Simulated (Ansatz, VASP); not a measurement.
SrTiO3: VASP beside Ansatz

```
Sr Ti O
1.0
     3.90500    0.00000    0.00000
     0.00000    3.90500    0.00000
     0.00000    0.00000    3.94405
Sr Ti O
1 1 3
Direct
  0.00000 0.00000 0.00000
  0.50000 0.50000 0.50000
  0.00000 0.50000 0.50000
  0.50000 0.00000 0.50000
  0.50000 0.50000 0.00000
```

Change from the starting cell: z stretched by +1 %, ions relaxed.

Alike in both runs: functional PBE; k mesh 8 × 8 × 8; occupations fermi-dirac, width 0.02 eV; no spin polarisation.

Ansatz relaxed the structure, and its values are those at the end. VASP's run is a single point on that final structure, the one shown.

|  | VASP | Ansatz |
| --- | --- | --- |
| version | VASP 6.6.1 | Ansatz 0.2.0 |
| potentials or method | VASP PAW PBE potentials, release 64 (Sr_sv, Ti_sv, O) | plane-wave PAW, scalar-relativistic |
| plane-wave cutoff (eV) | 600 | 420 |
| valence electrons in the cell | 40 | 40 |

VASP gave:

```
gap on the k mesh at the Fermi level (eV) : 1.82
pressure (GPa)                            : 3.0
```

Which values does Ansatz return?

gap on the k mesh at the Fermi level (eV): 1.85; pressure (GPa): 2.5.

Ansatz's warnings: stress scf threshold loose.
